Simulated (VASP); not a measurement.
A run of VASP 6.6.1:

POSCAR

```
NiO
1.0
    2.1183989554      2.1183989554      0.0000000000
   -2.1183989554      2.1183989554      0.0000000000
    0.0000000000      0.0000000000      4.0210531143
Ni O
2 2
Direct
    0.0000000000      0.0000000000      0.0000000000
    0.5000000000      0.5000000000      0.5000000000
    0.5000000000      0.5000000000      0.0000000000
    0.0000000000      0.0000000000      0.5000000000
```

Contents of INCAR.step1:

```
SYSTEM = NiO
  ALGO = Normal
  EDIFF = 1E-4
  ENCUT = 520
  GGA = PE
  ISMEAR = 0
  ISPIN = 2
  LASPH = .TRUE.
  LCHARG = .FALSE.
  LMAXMIX = 4
  LREAL = .FALSE.
  LWAVE = .TRUE.
  MAGMOM = 1.82 1.82 0.31 0.31
  NBANDS = 28
  NELM = 150
  PREC = Accurate
  SIGMA = 0.02
```

The input INCAR.step2:

```
SYSTEM = NiO
  ALGO = Normal
  EDIFF = 1E-6
  ENCUT = 520
  ISIF = 2
  ISMEAR = 0
  ISPIN = 2
  ISTART = 1
  LASPH = .TRUE.
  LCHARG = .FALSE.
  LMAXMIX = 4
  LMIXTAU = .TRUE.
  LORBIT = 11
  LREAL = .FALSE.
  LWAVE = .FALSE.
  MAGMOM = 1.82 1.82 0.31 0.31
  METAGGA = R2SCAN
  NBANDS = 28
  NELM = 150
  PREC = Accurate
  SIGMA = 0.02
```

KPOINTS

```
k-points
0
G
  10 10 8
  0 0 0
```

Potentials or basis: VASP PAW PBE potentials, release 64 (Ni, O).

Command:

```console
$ cat potpaw_PBE.64/Ni/POTCAR potpaw_PBE.64/O/POTCAR > POTCAR
$ cp INCAR.step1 INCAR
$ mpirun -np 1 vasp_std > vasp.out
$ cp INCAR.step2 INCAR
$ mpirun -np 1 vasp_std > vasp.out
```

Hardware: 1 thread of Intel Xeon 8259CL, on a shared host.

Task: How long does it take, and how much memory?

Result: Run time: 9.5 min on 1 thread of Intel Xeon 8259CL (shared host), peak memory 0.28 GiB. Counts: k points 105.
